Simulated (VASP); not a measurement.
# InSe2 (P4/nmm) in VASP: further runs, part 2 of 2

VASP 6.6.1. The steps go on from the part before.

### 5 Single point, PBE

INCAR reads:

```
PREC = Accurate
ENCUT = 520
EDIFF = 1E-7
ISMEAR = 0
SIGMA = 0.1
LREAL = False
LASPH = True
NELM = 100
ALGO = Normal
ISIF = 2
LWAVE = False
LCHARG = False
GGA = PE
NBANDS = 34
```

KPOINTS reads:

```
Automatic mesh
0
Gamma
  8 8 4
  0.5 0.5 0.5
```

POSCAR reads:

```
InSe2
1.0
    3.8948930000      0.0000000000      0.0000000000
    0.0000000000      3.8948930000      0.0000000000
    0.0000000000      0.0000000000      9.6262310000
In Se
2 4
Direct
    0.0000000000      0.5000000000      0.7064680000
    0.5000000000      0.0000000000      0.2935320000
    0.0000000000      0.5000000000      0.3662120000
    0.5000000000      0.0000000000      0.6337880000
    0.0000000000      0.0000000000      0.0000000000
    0.5000000000      0.5000000000      0.0000000000
```

Potentials or basis: VASP PAW PBE potentials, release 64 (In_d, Se).

Run with:

```
$ cat potpaw_PBE.64/In_d/POTCAR potpaw_PBE.64/Se/POTCAR > POTCAR
$ mpirun -np 1 vasp_std > vasp.out
```

OUTCAR:

```text
PREC = Accurate
   ENCUT = 520
   EDIFF = 1E-7
   ISMEAR = 0
   LREAL = False
   LASPH = True
   NELM = 100
   ISIF = 2
   GGA = PE

 ion  position               nearest neighbor table
   1  0.000  0.500  0.706-   4 2.84   4 2.84   4 2.84   4 2.84   3 3.28
   2  0.500  0.000  0.294-   3 2.84   3 2.84   3 2.84   3 2.84   4 3.28
   3  0.000  0.500  0.366-   2 2.84   2 2.84   2 2.84   2 2.84   1 3.28
   4  0.500  0.000  0.634-   1 2.84   1 2.84   1 2.84   1 2.84   2 3.28
   5  0.000  0.000  0.000-   6 2.75   6 2.75   6 2.75   6 2.75
   6  0.500  0.500  0.000-   5 2.75   5 2.75   5 2.75   5 2.75

  LATTYP: Found a simple tetragonal cell.
 ALAT       =     3.8948930000
 C/A-ratio  =     2.4715007575

  Lattice vectors:

 A1 = (   3.8948930000,   0.0000000000,   0.0000000000)
 A2 = (   0.0000000000,   3.8948930000,   0.0000000000)
 A3 = (   0.0000000000,   0.0000000000,   9.6262310000)

Analysis of symmetry for initial positions (statically):
=====================================================================
 Subroutine PRICEL returns:
 Original cell was already a primitive cell.

 Routine SETGRP: Setting up the symmetry group for a
 simple tetragonal supercell.

 Subroutine GETGRP returns: Found 16 space group operations
 (whereof  8 operations were pure point group operations)
 out of a pool of 16 trial point group operations.

The static configuration has the point symmetry D_2d.
 The point group associated with its full space group is D_4h.

Analysis of symmetry for dynamics (positions and initial velocities):
=====================================================================
 Subroutine PRICEL returns:
 Original cell was already a primitive cell.

 Routine SETGRP: Setting up the symmetry group for a
 simple tetragonal supercell.

 Subroutine GETGRP returns: Found 16 space group operations
 (whereof  8 operations were pure point group operations)
 out of a pool of 16 trial point group operations.

[... 126 lines left out ...]
  Fermi-wavevector in a.u.,A,eV,Ry     =   1.145291  2.164286 17.846635  1.311691
  Thomas-Fermi vector in A             =   2.281980
   LORBIT       =      0    0 simple, 1 ext, 2 COOP (PROOUT), +10 PAW based schemes
   GGA     = PE    functional components
   LHFCALC =     F    Hartree Fock is set to
   AEXX    =    0.0000 exact exchange contribution
   IVDW    =     0    specifies the selected vdW correction
   LEPSILON=     F    determine dielectric tensor
   LRPA    =     F    only Hartree local field effects (RPA)
 non-spin polarized calculation
 Gauss-broadening in eV      SIGMA  =   0.10
  energy-cutoff  :      520.00
  volume of cell :      146.03
 maximum number of plane-waves:      3944
 NGX is ok and might be reduce to    30
   NGX = 15   NGY = 15   NGZ = 35

 number of electron      49.9999991 magnetization

 Free energy of the ion-electron system (eV)
  ---------------------------------------------------
  ext. energy  EPLUGINS =         0.00000000
  ---------------------------------------------------
  free energy    TOTEN  =       -20.31227657 eV

  energy without entropy =      -20.29909892  energy(sigma->0) =      -20.30568775

 E-fermi :   5.0752     XC(G=0):  -9.8759

 val. band max:        5.0445467286   @ k =   0.4375   0.0625   0.3750
 cond. band min:       5.0771013535   @ k =   0.4375   0.0625   0.1250
 fundamental gap:      0.0325546249
 Fermi energy:         5.0752223241

 k-point     1 :       0.0625    0.0625    0.1250
  band No.  band energies     occupation
      1      -9.9201      2.00000
      2      -9.6573      2.00000
      3      -9.5889      2.00000
      4      -9.4731      2.00000
      5      -9.4702      2.00000
      6      -9.4446      2.00000
[... 729 lines left out ...]
     33      10.6787      0.00000
     34      10.9076      0.00000

------------------------ aborting loop because EDIFF is reached ----------------------------------------

  FORCE on cell =-STRESS in cart. coord.  units (eV):
  Direction    XX          YY          ZZ          XY          YZ          ZX
  --------------------------------------------------------------------------------------
  -------------------------------------------------------------------------------------
  Total       -0.3565778     -0.3565778      0.2207906      0.0000000     -0.0000000      0.0000000
  in kB       -3.9121686     -3.9121686      2.4223886      0.0000000     -0.0000000      0.0000000
  external PRESSURE =      -1.8006496 kB  Pullay stress =       0.0000000 kB

 VOLUME and BASIS-vectors are now :
 -----------------------------------------------------------------------------
  energy-cutoff  :      520.00
  volume of cell :      146.03
      direct lattice vectors                 reciprocal lattice vectors
     3.894893000  0.000000000  0.000000000     0.256746463  0.000000000  0.000000000
     0.000000000  3.894893000  0.000000000     0.000000000  0.256746463  0.000000000
     0.000000000  0.000000000  9.626231000     0.000000000  0.000000000  0.103882818

 POSITION                                       TOTAL-FORCE (eV/Angst)
 -----------------------------------------------------------------------------------
      0.00000      1.94745      6.80062        -0.000000      0.000000      0.014576
      1.94745      0.00000      2.82561         0.000000      0.000000     -0.014576
      0.00000      1.94745      3.52524        -0.000000      0.000000     -0.024125
      1.94745      0.00000      6.10099        -0.000000      0.000000      0.024125
      0.00000      0.00000      0.00000        -0.000000     -0.000000      0.000000
      1.94745      1.94745      0.00000         0.000000      0.000000      0.000000
 -----------------------------------------------------------------------------------
    total drift:                                0.000000      0.000000      0.000000

  FREE ENERGIE OF THE ION-ELECTRON SYSTEM (eV)
  ---------------------------------------------------
  free  energy   TOTEN  =       -20.3122765729 eV

  energy  without entropy=      -20.2990989188  energy(sigma->0) =      -20.30568775
```

OSZICAR:

```text
N       E                     dE             d eps       ncg     rms          rms(c)
DAV:   1     0.453316339385E+03    0.45332E+03   -0.22055E+04  1360   0.159E+03
DAV:   2     0.415468824003E+02   -0.41177E+03   -0.39307E+03  1384   0.395E+02
DAV:   3    -0.176807002732E+02   -0.59228E+02   -0.56784E+02  1738   0.151E+02
DAV:   4    -0.207645432901E+02   -0.30838E+01   -0.30436E+01  1680   0.335E+01
DAV:   5    -0.208632803552E+02   -0.98737E-01   -0.98560E-01  1862   0.660E+00    0.724E+00
DAV:   6    -0.203411781952E+02    0.52210E+00   -0.68669E-01  1860   0.148E+01    0.426E+00
DAV:   7    -0.203175406689E+02    0.23638E-01   -0.44970E-01  1986   0.486E+00    0.109E+00
DAV:   8    -0.203118144229E+02    0.57262E-02   -0.67160E-02  1932   0.267E+00    0.487E-01
DAV:   9    -0.203122291661E+02   -0.41474E-03   -0.82138E-03  1672   0.529E-01    0.167E-01
DAV:  10    -0.203122650065E+02   -0.35840E-04   -0.80960E-04  2156   0.297E-01    0.104E-01
DAV:  11    -0.203122702519E+02   -0.52455E-05   -0.14236E-04  1960   0.118E-01    0.299E-02
DAV:  12    -0.203122781510E+02   -0.78991E-05   -0.27365E-05  1854   0.425E-02    0.139E-02
DAV:  13    -0.203122766643E+02    0.14868E-05   -0.39986E-06  1982   0.154E-02    0.524E-03
DAV:  14    -0.203122765729E+02    0.91352E-07   -0.85820E-07  1416   0.528E-03
   1 F= -.20312277E+02 E0= -.20305688E+02  d E =-.131777E-01
```

stdout:

```text
POSCAR found type information on POSCAR InSe
 POSCAR found :  2 types and       6 ions
 scaLAPACK will be used
 LDA part: xc-table for (Slater+PW92), standard interpolation
 POSCAR, INCAR and KPOINTS ok, starting setup
 FFT: planning ... GRIDC
 FFT: planning ... GRID_SOFT
 FFT: planning ... GRID
 WAVECAR not read
 entering main loop
```

Run time: 2.2 min. Hardware: 1 thread of Intel Xeon 6975P-C, shared host; peak memory 0.28 GiB.

What came out:

```
Free energy            : -20.3123 eV
Pressure               : -0.2 GPa
Largest force          : 0.024 eV/Å
Band gap on the k mesh : zero (band 25 reaches 5.63 eV, above the bottom of band 26 at 3.95 eV)
```

Forces on the atoms (eV/Å):
```
In   0.000  0.000  0.015
In   0.000  0.000 -0.015
Se   0.000  0.000 -0.024
Se   0.000  0.000  0.024
Se   0.000  0.000  0.000
Se   0.000  0.000  0.000
```

Caveat: spin-orbit coupling is left out, which moves the levels of the heavy elements.

### 6 The runs side by side

| k mesh | gap on the mesh (eV) | pressure (GPa) | largest force (eV/Å) |
| --- | --- | --- | --- |
| 6 × 6 × 2 | none | -0.2 | 0.07 |
| 6 × 6 × 2, shifted | none | 0.1 | 0.11 |
| 8 × 8 × 4 | none | -0.1 | 0.11 |
| 8 × 8 × 4, shifted | none | -0.2 | 0.02 |

Alike in all rows: task single point; level PBE; potentials or basis VASP PAW PBE potentials, release 64 (In_d, Se); no spin polarisation; cell as given; cutoff (eV) 520; smearing gaussian 0.1 eV.

Every run on the cell as given and a fine mesh finds a metal.

Caveats: spin-orbit coupling is left out, which moves the levels of the heavy elements.

Absolute energies hang on the potentials; compare differences alone.
